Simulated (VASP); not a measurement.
Wanted: the native input for a VASP 6.6.1 run.

* Task: single point
* Functional: revPBE
* Potentials or basis: VASP PAW PBE potentials, release 64 (Sc_sv)
* Cutoff: 520 eV
* k mesh: 18 × 18 × 10
* Occupations: fermi-dirac, width 0.1 eV
* Spin: no spin polarisation
* Dipole correction: no
* Further INCAR settings: ALGO = Normal; EDIFF = 1e-06; NBANDS = 18

The structure of Sc lies in POSCAR:

```
Sc
1.0
    3.4759763816      0.0000000000      0.0000000000
   -1.7379881908      3.0102838494      0.0000000000
    0.0000000000      0.0000000000      5.4456618812
Sc
2
Direct
    0.3333333333      0.6666666667      0.2500000000
    0.6666666667      0.3333333333      0.7500000000
```

These files were run (other wordings do the same):

INCAR

```
PREC = Accurate
ENCUT = 520
EDIFF = 1E-6
ISMEAR = -1
SIGMA = 0.1
LREAL = False
LASPH = True
NELM = 100
ALGO = Normal
ISIF = 2
LWAVE = False
LCHARG = False
GGA = RE
NBANDS = 18
```

KPOINTS

```
Automatic mesh
0
Gamma
  18 18 10
```

Potentials or basis: VASP PAW PBE potentials, release 64 (Sc_sv).

Command:

```sh
$ cat potpaw_PBE.64/Sc_sv/POTCAR > POTCAR
$ mpirun -np 1 vasp_std > vasp.out
```

Results of the run:

* Pressure: -4.7 GPa
* Band gap on the k mesh: zero (bands 11 and 12 overlap by 1.24 eV)

Caveat: the cell stands under tension; the PAW data sets were made with another functional, which shifts forces and pressure a little.

Run time: 87 s on 1 thread of Intel(R) Xeon(R) 6975P-C (Granite Rapids), on a shared host, peak memory 0.31 GiB.
